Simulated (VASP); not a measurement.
Write the native input for VASP 6.6.1 that does the following.

```yaml
Task: single point
Functional: PBE
Potentials_or_basis: VASP PAW PBE potentials, release 64 (I)
Cutoff: 520 eV
k_mesh: 7 × 7 × 3
Occupations: fermi-dirac, width 0.05 eV
Spin: no spin polarisation
Dipole_correction: no
Further_INCAR_settings: ALGO = Normal; EDIFF = 1e-06; NBANDS = 22
```

The structure of I lies in POSCAR:

```
I
1.0
    4.4952166182     -2.3125807814      0.0000000000
    4.4952166182      2.3125807814      0.0000000000
    0.0000000000      0.0000000000      9.8131243961
I
4
Direct
    0.6596195161      0.3403804839      0.3780071022
    0.1596195161      0.8403804839      0.1219928978
    0.3403804839      0.6596195161      0.6219928978
    0.8403804839      0.1596195161      0.8780071022
```

One way to write it, as run:

INCAR

```
SYSTEM = I
ALGO = Normal
EDIFF = 1E-6
ENCUT = 520
GGA = PE
ISIF = 2
ISMEAR = -1
LASPH = .TRUE.
LCHARG = .FALSE.
LREAL = .FALSE.
LWAVE = .FALSE.
NBANDS = 22
NELM = 100
PREC = Accurate
SIGMA = 0.05
```

KPOINTS

```
k-points
0
G
  7 7 3
  0 0 0
```

Potentials or basis: VASP PAW PBE potentials, release 64 (I).

Run with:

```sh
$ cat potpaw_PBE.64/I/POTCAR > POTCAR
$ mpirun -np 1 vasp_std > vasp.out
```

Results of the run:

* Pressure: 0.0 GPa
* Largest force: 0.016 eV/Å
* Band gap on the k mesh: 1.05 eV (least direct gap 1.09 eV)

Caveat: spin-orbit coupling is left out, which moves the levels of the heavy elements.

It took 5 min on 1 thread of Oxide Virtual Turin-like Processor, with other jobs on the host, peak memory 0.35 GiB.
